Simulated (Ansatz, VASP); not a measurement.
# Al in VASP and in Ansatz

```xyz
10
Lattice="2.8543 0.0000 0.0000 -1.4272 2.4719 0.0000 0.0000 0.0000 36.1122" Properties=species:S:1:pos:R:3 pbc="T T T"
Al    0.0000    1.6479    7.5000
Al    0.0000    0.0000    9.8458
Al    1.4272    0.8240   12.1916
Al    0.0000    0.0000   14.5374
Al    0.0000    1.6479   16.8832
Al    0.0000    0.0000   19.2290
Al    1.4272    0.8240   21.5748
Al    0.0000    0.0000   23.9206
Al    0.0000    1.6479   26.2664
Al    0.0000    0.0000   28.6122
```

Alike in both runs: task single point; functional PBE; k mesh 12 × 12 × 1; occupations gaussian, width 0.1 eV; no spin polarisation.

|  | VASP | Ansatz |
| --- | --- | --- |
| version | VASP 6.6.1 | Ansatz 0.2.0 |
| potentials or method | VASP PAW PBE potentials, release 64 (Al), cutoff 520 eV | scalar-relativistic, plane waves, PAW |
| valence electrons in the cell | 30 | 30 |

|  | VASP | Ansatz | Ansatz less VASP |
| --- | --- | --- | --- |
| gap on the k mesh at the Fermi level (eV) | none | none | - |
| rms of the force components (eV/Å) | 0.033 | 0.033 | 0.0000 |
| work function, face that differs most (eV) | 4.05 | 4.05 | -0.002 |

Atom by atom the forces differ by 0.000 eV/Å (rms over components). A gap of «none» marks a metal or a gap that the smearing closes. Ansatz's warnings: xc potential rough in thin density.
